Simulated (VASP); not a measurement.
A run of VASP 6.6.1 is set up as follows.

File POSCAR:

```
KBr
1.0
    0.0000000000      3.6882992926      3.6882992926
    3.6882992926      0.0000000000      3.6882992926
    3.6882992926      3.6882992926      0.0000000000
K Br
1 1
Direct
    0.0000000000      0.0000000000      0.0000000000
    0.2500000000      0.2500000000      0.2500000000
```

The input INCAR.step1:

```
PREC = Accurate
ENCUT = 520
EDIFF = 1E-5
ISMEAR = 0
SIGMA = 0.01
LREAL = False
LASPH = True
NELM = 80
ALGO = Normal
ISIF = 2
LWAVE = True
LCHARG = False
GGA = PE
NBANDS = 15
```

Contents of INCAR.step2:

```
PREC = Accurate
ENCUT = 520
EDIFF = 1E-7
ISMEAR = 0
SIGMA = 0.01
LREAL = False
LASPH = True
NELM = 80
ALGO = Normal
ISIF = 2
LWAVE = False
LCHARG = False
GGA = PE
LHFCALC = True
HFSCREEN = 0.2079
PRECFOCK = Normal
ISTART = 1
NBANDS = 15
```

Contents of KPOINTS:

```
Automatic mesh
0
Gamma
  4 4 4
```

Potentials or basis: VASP PAW PBE potentials, release 64 (K_sv, Br).

Launch:

```sh
$ cat potpaw_PBE.64/K_sv/POTCAR potpaw_PBE.64/Br/POTCAR > POTCAR
$ cp INCAR.step1 INCAR
$ mpirun -np 1 vasp_std > vasp.out
$ cp INCAR.step2 INCAR
$ mpirun -np 1 vasp_std > vasp.out
```

(1) Predict the pressure.

(2) What does it give for the band gap on the k mesh?

Answers

(1) 0.2 GPa.

(2) 5.39 eV (least direct gap 5.40 eV).

Caveat: the PAW data sets were made with another functional, which shifts forces and pressure a little.
